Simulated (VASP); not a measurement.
## P: single point with PBE

P, a slab with vacuum:

```
CELL_PARAMETERS angstrom
4.53495 0.00000 0.00000
0.00000 3.22603 0.00000
0.00000 0.00000 27.81958
ATOMIC_POSITIONS crystal
P 0.08724 0.00000 0.37926
P 0.41276 0.50000 0.37926
P 0.58724 0.50000 0.30371
P 0.91276 0.00000 0.30371
```

This cell differs from its parent crystal: strain -2.0%.

```
Program             : VASP 6.6.1
Task                : single point
Functional          : PBE
Potentials or basis : VASP PAW PBE potentials, release 64 (P)
Cutoff              : 520 eV
k mesh              : 6 × 8 × 1
Occupations         : fermi-dirac, width 0.02 eV
Spin                : no spin polarisation
```

The largest force is 0.236 eV/Å, the band gap on the k mesh is 0.73 eV, direct and the ionisation potential of the upper face is 4.97 eV.

Forces in eV/Å, atoms in the order of the input:
```
P   -0.214  0.000  0.100
P    0.214  0.000  0.100
P   -0.214  0.000 -0.100
P    0.214  0.000 -0.100
```

Levels at points of the mesh, in eV from the valence-band top:
```tsv
k point	band 8	band 9	band 10	band 11	band 12	band 13
(0.00, 0.00, 0.00)	-1.86	-1.64	0.00	0.73	1.81	3.00
(0.50, 0.00, 0.00)	-2.43	-1.18	-1.18	2.36	2.36	3.63
(0.00, 0.50, 0.00)	-2.76	-2.01	-2.01	1.22	1.22	2.09
(0.50, 0.50, 0.00)	-4.72	-1.18	-1.18	2.37	2.37	4.02
```

Wall time 110 s on 1 thread of Intel(R) Xeon(R) 6975P-C (Granite Rapids), on a shared host, peak memory 0.47 GiB.

Caveat: the cell differs from its parent crystal (strain -2.0%).
